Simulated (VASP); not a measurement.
Runs of VASP 6.6.1 on Li2Se. The structure is that of space group Fm-3m (No. 225), or close to it. The cells are those of the table. 

| task | cell | smearing | gap on the mesh (eV) | pressure (GPa) | relaxed volume (Å³/atom) |
| --- | --- | --- | --- | --- | --- |
| relaxation of cell and atoms | relaxed from a = 4.204 Å, angles 60.0°, 3 atoms | gaussian 0.01 eV | 2.81 | 0.0 | 17.51 |
| relaxation of cell and atoms | relaxed from a = 4.246 Å, angles 60.0°, 3 atoms | gaussian 0.02 eV | 2.81 | 0.0 | (a) |
| single point | a = 4.204 Å, angles 60.0°, 3 atoms | gaussian 0.02 eV | 2.81 | 0.0 | - |
| single point | a = 4.204 Å, angles 60.0°, 3 atoms | gaussian 0.01 eV | 2.81 | 0.0 | - |

Alike in all rows: level PBEsol; potentials or basis VASP PAW PBE potentials, release 64 (Li_sv, Se); no spin polarisation; k mesh 8 × 8 × 8; cutoff (eV) 750.

Problem. Fill in the values left out.

Solution. (a) 17.52.

Caveats: the PAW data sets were made with another functional, which shifts forces and pressure a little.

A k mesh can miss the band edges, and the runs leave out spin-orbit coupling on Se.
